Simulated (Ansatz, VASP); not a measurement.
## SiC: VASP beside Ansatz

```xyz
12
Lattice="-3.1343 3.7799 2.7680 3.1343 -3.7799 2.7680 3.1343 3.7799 -2.7680" Properties=species:S:1:pos:R:3 pbc="T T T"
Si    2.5414    2.6737    0.0000
Si    2.5414   -2.6737    2.7680
Si    0.5928    6.4536    0.0000
Si    0.5928    1.1061    2.7680
Si    0.0000    3.7799    1.3840
Si    3.1343    0.0000    1.3840
C     0.6543    2.6039    0.0000
C     3.7885    1.1760    0.0000
C     0.0000    0.0000    1.3840
C     0.0000    0.0000    4.1519
C    -0.6543    2.6039    2.7680
C     2.4800    1.1760    2.7680
```

Alike in both runs: functional PBE; k mesh 8 × 8 × 8; occupations gaussian, width 0.02 eV; no spin polarisation.

Ansatz relaxed the structure, and its values are those at the end. VASP's run is a single point on that final structure, the one shown.

```csv
,VASP,Ansatz
version,VASP 6.6.1,Ansatz 0.2.0
potentials or method,"VASP PAW PBE potentials, release 64 (Si, C), cutoff 520 eV","scalar-relativistic, plane waves, PAW"
valence electrons in the cell,48,48
```

Ansatz gave:

```
gap on the k mesh at the Fermi level (eV) : 1.07
least direct gap on the mesh (eV)         : 1.62
pressure (GPa)                            : 0.0
rms of the force components (eV/Å)        : 0.001
```

What did VASP give for the same quantities?

gap on the k mesh at the Fermi level (eV): 1.07; least direct gap on the mesh (eV): 1.62; pressure (GPa): 0.0; rms of the force components (eV/Å): 0.006.
